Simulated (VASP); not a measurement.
# Bi (C2/c) in VASP: single point with r2SCAN

Aim: the single point of Bi with r2SCAN.

Program: VASP 6.6.1. These are calculated values, not measurements. Logs are shortened: lines on timing, memory, paths and dates and some standing lists are left out, and cuts for length are marked.

## 1. The cell of the first run

The structure is monoclinic, space group C2/c (No. 15). Conventional cell: a = 4.539 Å, b = 7.862 Å, c = 11.830 Å, α = 90.00°, β = 91.29°, γ = 90.00°.

## 2. Single point, r2SCAN (strain +0.0225 x Voigt [0, 0, 0, 0, 1, 0])

POSCAR

```
Bi
1.0
    4.5390002997      0.0000000000      0.0510637534
   -2.2695001499      3.9308895673     -0.0255318767
    0.1330762500      0.0000000000     11.8290000000
Bi
2
Direct
    0.3333333333      0.6666666667      0.2500000000
    0.6666666667      0.3333333333      0.7500000000
```

INCAR.step1

```
SYSTEM = Bi
PREC = Accurate ; ENCUT = 520
ISMEAR = 0 ; SIGMA = 0.15
LREAL = .FALSE. ; LASPH = .TRUE.
NELM = 80 ; NBANDS = 22
GGA = PE ; ALGO = Normal
EDIFF = 1E-4 ; LWAVE = .TRUE.
LCHARG = .FALSE.
```

INCAR.step2

```
SYSTEM = Bi
PREC = Accurate ; ENCUT = 520
EDIFF = 1E-6 ; ISMEAR = 0
SIGMA = 0.15 ; LREAL = .FALSE.
LASPH = .TRUE. ; NELM = 80
ALGO = Normal ; ISIF = 2
LWAVE = .FALSE. ; LCHARG = .FALSE.
METAGGA = R2SCAN ; LMIXTAU = .TRUE.
NBANDS = 22 ; ISTART = 1
```

KPOINTS

```
regular mesh
0
G
  12 12 4
  0 0 0
```

Potentials or basis: VASP PAW PBE potentials, release 64 (Bi_d).

The run is started by

```sh
$ cat potpaw_PBE.64/Bi_d/POTCAR > POTCAR
$ cp INCAR.step1 INCAR
$ mpirun -np 1 vasp_std > vasp.out
$ cp INCAR.step2 INCAR
$ mpirun -np 1 vasp_std > vasp.out
```

OUTCAR:

```text
SYSTEM = Bi
   PREC = Accurate
   ENCUT = 520
   EDIFF = 1E-6
   ISMEAR = 0
   LREAL = .FALSE.
   LASPH = .TRUE.
   NELM = 80
   ISIF = 2
   METAGGA = R2SCAN
   ISTART = 1

 ion  position               nearest neighbor table
   1  0.333  0.667  0.250-
   2  0.667  0.333  0.750-

  LATTYP: Found a base centered monoclinic cell.
 ALAT       =     4.5392875242
 B/A-ratio  =     1.7319412116
 C/A-ratio  =     2.6060804624
 COS(beta)  =    -0.0224971527

  Lattice vectors:

 A1 = (  -2.2695001499,   3.9308895673,  -0.0255318767)
 A2 = (  -2.2695001498,  -3.9308895673,  -0.0255318767)
 A3 = (   0.1330762500,   0.0000000000,  11.8290000000)

Analysis of symmetry for initial positions (statically):
=====================================================================
 Subroutine PRICEL returns:
 Original cell was already a primitive cell.

 Routine SETGRP: Setting up the symmetry group for a
 base centered monoclinic supercell.

 Subroutine GETGRP returns: Found  4 space group operations
 (whereof  2 operations were pure point group operations)
 out of a pool of  4 trial point group operations.

The static configuration has the point symmetry S_2 .
 The point group associated with its full space group is C_2h.

Analysis of symmetry for dynamics (positions and initial velocities):
=====================================================================
 Subroutine PRICEL returns:
 Original cell was already a primitive cell.

 Routine SETGRP: Setting up the symmetry group for a
 base centered monoclinic supercell.

 Subroutine GETGRP returns: Found  4 space group operations
 (whereof  2 operations were pure point group operations)
 out of a pool of  4 trial point group operations.

The dynamic configuration has the point symmetry S_2 .
 The point group associated with its full space group is C_2h.

 Subroutine INISYM returns: Found  4 space group operations
 (whereof  2 operations are pure point group operations),
 and found     1 'primitive' translations

----------------------------------------------------------------------------------------

                                     Primitive cell

  volume of cell :     211.0300

  direct lattice vectors                    reciprocal lattice vectors
     4.539000300  0.000000000  0.051063753     0.220340717  0.127197672 -0.002478833
    -2.269500150  3.930889567 -0.025531877     0.000000000  0.254395343  0.000000000
     0.133076250  0.000000000 11.829000000    -0.000951173 -0.000000000  0.084548701

  length of vectors
     4.539287524  4.539072108 11.829748530     0.254431570  0.254395343  0.084554051

  position of ions in fractional coordinates (direct lattice)
     0.333333333  0.666666667  0.250000000
     0.666666667  0.333333333  0.750000000

  ion indices of the primitive-cell ions
   primitive index   ion index
                 1           1
                 2           2

----------------------------------------------------------------------------------------

 KPOINTS: regular mesh

Automatic generation of k-mesh.
 Grid dimensions read from file:
 generate k-points for:   12   12    4

 Generating k-lattice:

  Cartesian coordinates                     Fractional coordinates (reciprocal lattice)
     0.018361726  0.010599806 -0.000206569     0.083333333  0.000000000 -0.000000000
     0.000000000  0.021199612  0.000000000     0.000000000  0.083333333  0.000000000
    -0.000237793 -0.000000000  0.021137175     0.000000000  0.000000000  0.250000000

  Length of vectors
     0.021202631  0.021199612  0.021138513

  Shift w.r.t. Gamma in fractional coordinates (k-lattice)
     0.000000000  0.000000000  0.000000000

 Subroutine IBZKPT returns following result:
 ===========================================

 Found    164 irreducible k-points:

 Following reciprocal coordinates:
            Coordinates               Weight
  0.000000  0.000000  0.000000      1.000000
  0.083333  0.000000  0.000000      4.000000
  0.166667 -0.000000  0.000000      4.000000
  0.250000  0.000000 -0.000000      4.000000
  0.333333 -0.000000  0.000000      4.000000
  0.416667 -0.000000  0.000000      4.000000
[... 16 lines left out ...]
  0.333333  0.166667  0.000000      4.000000
  0.416667  0.166667  0.000000      4.000000
 [... further k-points ...]
   k-points           NKPTS =    164   k-points in BZ     NKDIM =    164   number of bands    NBANDS=     22
   number of dos      NEDOS =    301   number of ions     NIONS =      2
   total plane-waves  NPLWV = 116640
   dimension x,y,z NGX =    36 NGY =   36 NGZ =   90
   dimension x,y,z NGXF=    72 NGYF=   72 NGZF=  180
   ions per type =               2
   NGX,Y,Z   is equivalent  to a cutoff of  13.18, 13.19, 12.65 a.u.
   NGXF,Y,Z  is equivalent  to a cutoff of  26.37, 26.37, 25.30 a.u.
 SYSTEM =  Bi
   PREC   = accura    normal or accurate (medium, high low for compatibility)
   ISTART =      1    job   : 0-new  1-cont  2-samecut
   ICHARG =      0    charge: 1-file 2-atom 10-const
   ISPIN  =      1    spin polarized calculation?
   LNONCOLLINEAR =      F non collinear calculations
   LSORBIT =      F    spin-orbit coupling
   LASPH  =      T    aspherical Exc in radial PAW
   ENCUT  =  520.0 eV  38.22 Ry    6.18 a.u.   8.44  8.44 22.00*2*pi/ulx,y,z
   NELM   =     80;   NELMIN=  2; NELMDL=  0     # of ELM steps
   EDIFF  = 0.1E-05   stopping-criterion for ELM
   LREAL  =      F    real-space projection
   EDIFFG = 0.1E-04   stopping-criterion for IOM
   NSW    =      0    number of steps for IOM
   IBRION =     -1    ionic relax: 0-MD 1-quasi-New 2-CG
   NFREE  =      0    steps in history (QN), initial steepest desc. (CG)
   ISIF   =      2    stress and relaxation
   ISYM   =      2    0-nonsym 1-usesym 2-fastsym
   POTIM  = 0.5000    time-step for ionic-motion
   TEBEG  =    0.0;   TEEND  =   0.0 temperature during run
   PSTRESS=    0.0 pullay stress
   NELECT =      30.0000    total number of electrons
   NUPDOWN=      -1.0000    fix difference up-down
   EMIN   =  10.00;   EMAX   =-10.00  energy-range for DOS
   EFERMI =   0.00;   METHOD = LEGACY
   ISMEAR =     0;   SIGMA  =   0.15  broadening in eV -4-tet -1-fermi 0-gaus
   EFERMI_NEDOS =   21; number of points for ismear=-14 and -15
   IALGO  =     38    algorithm
   IMIX   =      4    mixing-type and parameters
     AMIX     =   0.40;   BMIX     =  1.00
     AMIX_MAG =   1.60;   BMIX_MAG =  1.00
  volume/ion in A,a.u.               =     105.51       712.05
  Fermi-wavevector in a.u.,A,eV,Ry     =   0.854412  1.614604  9.932517  0.730019
  Thomas-Fermi vector in A             =   1.971004
   LORBIT       =      0    0 simple, 1 ext, 2 COOP (PROOUT), +10 PAW based schemes
   METAGGA = R2SCAN    functional components
   LHFCALC =     F    Hartree Fock is set to
   AEXX    =    0.0000 exact exchange contribution
   IVDW    =     0    specifies the selected vdW correction
   LEPSILON=     F    determine dielectric tensor
   LRPA    =     F    only Hartree local field effects (RPA)
 non-spin polarized calculation
 Gauss-broadening in eV      SIGMA  =   0.15
  energy-cutoff  :      520.00
  volume of cell :      211.03
 maximum number of plane-waves:      5735
 NGX is ok and might be reduce to    36
   NGX = 17   NGY = 17   NGZ = 43

 number of electron      29.9999992 magnetization

 Free energy of the ion-electron system (eV)
  ---------------------------------------------------
  ext. energy  EPLUGINS =         0.00000000
  ---------------------------------------------------
  free energy    TOTEN  =      -111.88559338 eV

  energy without entropy =     -111.79317036  energy(sigma->0) =     -111.83938187

 E-fermi :  -1.2182     XC(G=0):  -5.6454

 val. band max:       -1.2211790632   @ k =   0.3333   0.0833   0.5000
 cond. band min:      -1.2118927295   @ k =   0.0833   0.3333   0.5000
 fundamental gap:      0.0092863336
 Fermi energy:        -1.2181656874

 k-point     1 :       0.0000    0.0000    0.0000
  band No.  band energies     occupation
      1     -24.7228      2.00000
      2     -24.7228      2.00000
      3     -24.7228      2.00000
      4     -24.7228      2.00000
      5     -24.6908      2.00000
      6     -24.6908      2.00000
[... 14 lines left out ...]
     21       4.9396      0.00000
     22       4.9647      0.00000

 k-point     2 :       0.0833    0.0000    0.0000
  band No.  band energies     occupation
      1     -24.7228      2.00000
      2     -24.7228      2.00000
      3     -24.7222      2.00000
      4     -24.7222      2.00000
      5     -24.6910      2.00000
      6     -24.6910      2.00000
[... 14 lines left out ...]
     21       4.9427      0.00000
     22       5.2130      0.00000

 k-point     3 :       0.1667   -0.0000    0.0000
  band No.  band energies     occupation
      1     -24.7228      2.00000
      2     -24.7228      2.00000
      3     -24.7207      2.00000
      4     -24.7207      2.00000
      5     -24.6915      2.00000
      6     -24.6915      2.00000
[... 14 lines left out ...]
     21       4.9223      0.00000
     22       5.6823      0.00000

 k-point     4 :       0.2500    0.0000   -0.0000
  band No.  band energies     occupation
      1     -24.7228      2.00000
      2     -24.7228      2.00000
      3     -24.7186      2.00000
      4     -24.7186      2.00000
      5     -24.6922      2.00000
      6     -24.6922      2.00000
[... 14 lines left out ...]
     21       5.0366      0.00000
     22       5.5259      0.00000

 k-point     5 :       0.3333   -0.0000    0.0000
  band No.  band energies     occupation
      1     -24.7228      2.00000
      2     -24.7228      2.00000
      3     -24.7164      2.00000
      4     -24.7164      2.00000
      5     -24.6929      2.00000
      6     -24.6929      2.00000
[... 14 lines left out ...]
     21       4.7590      0.00000
     22       5.2447      0.00000

 k-point     6 :       0.4167   -0.0000    0.0000
  band No.  band energies     occupation
      1     -24.7229      2.00000
      2     -24.7229      2.00000
      3     -24.7149      2.00000
      4     -24.7149      2.00000
      5     -24.6934      2.00000
      6     -24.6934      2.00000
[... 14 lines left out ...]
     21       4.5092      0.00000
     22       4.8550      0.00000

 k-point     7 :       0.5000    0.0000   -0.0000
  band No.  band energies     occupation
      1     -24.7229      2.00000
      2     -24.7229      2.00000
      3     -24.7143      2.00000
      4     -24.7143      2.00000
      5     -24.6936      2.00000
      6     -24.6936      2.00000
[... 324 lines left out ...]
      6     -24.6919      2.00000
[... 14 lines left out ...]
     21       5.3653      0.00000
     22       5.9594      0.00000

 k-point    21 :       0.1667    0.1667    0.0000
  band No.  band energies     occupation
      1     -24.7222      2.00000
      2     -24.7222      2.00000
      3     -24.7181      2.00000
      4     -24.7181      2.00000
      5     -24.6924      2.00000
      6     -24.6924      2.00000
[... 14 lines left out ...]
     21       5.8206      0.00000
     22       6.1634      0.00000

 k-point    22 :       0.2500    0.1667   -0.0000
  band No.  band energies     occupation
      1     -24.7217      2.00000
      2     -24.7217      2.00000
      3     -24.7168      2.00000
      4     -24.7168      2.00000
      5     -24.6929      2.00000
      6     -24.6929      2.00000
[... 14 lines left out ...]
     21       5.3160      0.00000
     22       5.8544      0.00000

 k-point    23 :       0.3333    0.1667    0.0000
  band No.  band energies     occupation
      1     -24.7213      2.00000
      2     -24.7213      2.00000
      3     -24.7158      2.00000
      4     -24.7157      2.00000
      5     -24.6932      2.00000
      6     -24.6932      2.00000
[... 14 lines left out ...]
     21       4.9720      0.00000
     22       5.5539      0.00000

 k-point    24 :       0.4167    0.1667    0.0000
  band No.  band energies     occupation
      1     -24.7212      2.00000
      2     -24.7212      2.00000
      3     -24.7154      2.00000
      4     -24.7154      2.00000
      5     -24.6934      2.00000
      6     -24.6934      2.00000
[... 14 lines left out ...]
     21       4.9044      0.00000
     22       5.2773      0.00000

 [... further k-points ...]

------------------------ aborting loop because EDIFF is reached ----------------------------------------

  FORCE on cell =-STRESS in cart. coord.  units (eV):
  Direction    XX          YY          ZZ          XY          YZ          ZX
  --------------------------------------------------------------------------------------
  -------------------------------------------------------------------------------------
  Total       -6.5855856     -6.5880473     -0.6143951      0.0000000      0.0000000     -0.0572266
  in kB      -49.9989479    -50.0176375     -4.6645980      0.0000000      0.0000000     -0.4344748
  external PRESSURE =     -34.8937278 kB  Pullay stress =       0.0000000 kB

 VOLUME and BASIS-vectors are now :
 -----------------------------------------------------------------------------
  energy-cutoff  :      520.00
  volume of cell :      211.03
      direct lattice vectors                 reciprocal lattice vectors
     4.539000300  0.000000000  0.051063753     0.220340717  0.127197672 -0.002478833
    -2.269500150  3.930889567 -0.025531877     0.000000000  0.254395343  0.000000000
     0.133076250  0.000000000 11.829000000    -0.000951173 -0.000000000  0.084548701

 POSITION                                       TOTAL-FORCE (eV/Angst)
 -----------------------------------------------------------------------------------
      0.03327      2.62059      2.95725         0.000000     -0.000114      0.000000
      2.36931      1.31030      8.89728        -0.000000      0.000114     -0.000000
 -----------------------------------------------------------------------------------
    total drift:                               -0.000000      0.000000     -0.000000

  FREE ENERGIE OF THE ION-ELECTRON SYSTEM (eV)
  ---------------------------------------------------
  free  energy   TOTEN  =      -111.8855933836 eV

  energy  without entropy=     -111.7931703641  energy(sigma->0) =     -111.83938187
```

Wall time 81 min (1 thread of Oxide Virtual Turin-like, shared host); peak memory 0.75 GiB.

Results:

| Item | Value |
| --- | --- |
| Free energy | -111.8856 eV |
| Pressure | -3.5 GPa |
| Band gap on the k mesh | zero (bands 15 and 16 overlap by 2.26 eV) |

Levels at points of the mesh, in eV from the Fermi level:
| k point | band 12 | band 13 | band 14 | band 15 | band 16 | band 17 | band 18 | band 19 |
| --- | --- | --- | --- | --- | --- | --- | --- | --- |
| (0.00, 0.00, 0.00) | -10.70 | -0.88 | -0.37 | 1.48 | 1.48 | 1.49 | 1.49 | 3.34 |
| (0.50, 0.00, 0.00) | -10.33 | -1.48 | -1.44 | 0.05 | 0.20 | 0.74 | 0.77 | 5.08 |
| (0.00, 0.50, 0.00) | -10.33 | -1.48 | -1.44 | 0.05 | 0.20 | 0.74 | 0.77 | 5.08 |
| (0.00, 0.00, 0.50) | -10.70 | -0.65 | -0.65 | 1.48 | 1.48 | 1.48 | 1.48 | 4.14 |
| (0.50, 0.00, 0.50) | -10.33 | -1.46 | -1.46 | 0.11 | 0.14 | 0.75 | 0.75 | 5.00 |
| (0.00, 0.50, 0.50) | -10.33 | -1.46 | -1.46 | 0.13 | 0.13 | 0.75 | 0.75 | 5.02 |

Caveat: the cell differs from its parent crystal (strain +0.0225 x Voigt [0, 0, 0, 0, 1, 0]); the cell stands under tension; the PAW data sets were made with another functional, which shifts forces and pressure a little; spin-orbit coupling is left out, which moves the levels of the heavy elements.
